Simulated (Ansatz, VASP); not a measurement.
# CoO: VASP beside Ansatz

The input POSCAR:

```
CoO
1.0
    1.6022198417      0.9250420569      2.5664708903
   -1.6022198417      0.9250420569      2.5664708903
    0.0000000000     -1.8500841138      2.5664708903
Co O
1 1
Direct
    0.9989783200      0.9989783200      0.9989783200
    0.7510210300      0.7510210300      0.7510210300
```

File INCAR.step1:

```
PREC = Accurate ; ENCUT = 520
ISMEAR = -1 ; SIGMA = 0.05
LREAL = F ; LASPH = T
NELM = 150 ; ISPIN = 2
MAGMOM = 2 0 ; LMAXMIX = 4
NBANDS = 18 ; GGA = PE
ALGO = Normal ; EDIFF = 1E-4
LWAVE = T ; LCHARG = F
```

INCAR.step2

```
PREC = Accurate ; ENCUT = 520
EDIFF = 1E-6 ; ISMEAR = -1
SIGMA = 0.05 ; LREAL = F
LASPH = T ; NELM = 150
ALGO = Normal ; ISIF = 2
LWAVE = F ; LCHARG = F
ISPIN = 2 ; MAGMOM = 2 0
LORBIT = 11 ; LMAXMIX = 4
METAGGA = R2SCAN ; LMIXTAU = T
NBANDS = 18 ; ISTART = 1
```

Contents of KPOINTS:

```
Automatic mesh
0
Gamma
  10 10 10
```

File input.yaml:

```yaml
crystal:
  lattice:
    - [1.6022198417, 0.9250420569, 2.5664708903]
    - [-1.6022198417, 0.9250420569, 2.5664708903]
    - [0.0, -1.8500841138, 2.5664708903]
  atoms:
    - { symbol: Co, position: [0.99897832, 0.99897832, 0.99897832], spin: 2.0 }
    - { symbol: O, position: [0.75102103, 0.75102103, 0.75102103] }
hamiltonian:
  xc: r2scan
  pseudopotentials: { kind: paw }
magnetization:
  spin_polarized: true
kpoints:
  mp_grid: { grid: [10, 10, 10] }
  band_path:
    path:
      - [[0.0, 0.0, 0.0], [0.5, 0.0, 0.0], [0.5, 0.2532748666, -0.2532748666]]
      - [[0.7467251334, 0.5, 0.2532748666], [0.5, 0.5, 0.5], [0.0, 0.0, 0.0], [0.3766374333, 0.0, -0.3766374333]]
      - [[0.6233625667, 0.3766374333, 0.0], [0.5, 0.5, 0.0], [0.6233625667, 0.6233625667, 0.2532748666], [0.5, 0.5, 0.5]]
      - [[0.5, 0.0, 0.0], [0.7467251334, 0.3766374333, 0.3766374333]]
    npoints: 14
scf:
  occupations: { method: fermi_dirac, width: 0.05 }
  n_extra_bands: 6
output:
  forces: true
  stress: true
  eigenvalues: true
  fatbands: false
  write_density: true
  write_potential: true
  elf: true
  volumetric_format: npy
```

Alike in both runs: functional r2SCAN; k mesh 10 × 10 × 10; occupations fermi-dirac, width 0.05 eV; collinear spin.

|  | VASP | Ansatz |
| --- | --- | --- |
| version | VASP 6.6.1 | Ansatz 0.2.0 |
| potentials or method | VASP PAW PBE potentials, release 64 (Co, O) | Ansatz PAW |
| plane-wave cutoff (eV) | 520 | 500 |
| valence electrons in the cell | 15 | 23 |
| task | single point | band structure |

```csv
,VASP,Ansatz,Ansatz less VASP
gap on the k mesh at the Fermi level (eV),0.08,0.10,+0.023
least direct gap on the mesh (eV),0.29,0.26,-0.029
pressure (GPa),3.7,4.1,+0.38
"traceless stress, the component that is largest in VASP (GPa)",4.58,4.50,-0.080
net moment per atom (μB),1.50,1.50,0.000
size of the moment on the site where the two differ most (μB),2.62,2.41,-0.210
```

VASP's potentials were made for PBE, not for r2SCAN. Site moments also hang on the region over which each program counts them. With one functional, cell and mesh, what is left measures potentials, basis and numerics. VASP's potentials hold 15 valence electrons a cell and Ansatz's 23, so a difference there can come from the potentials and not from the codes.

Noted on Ansatz's run: the magnetic or orbital state may not be the lowest.
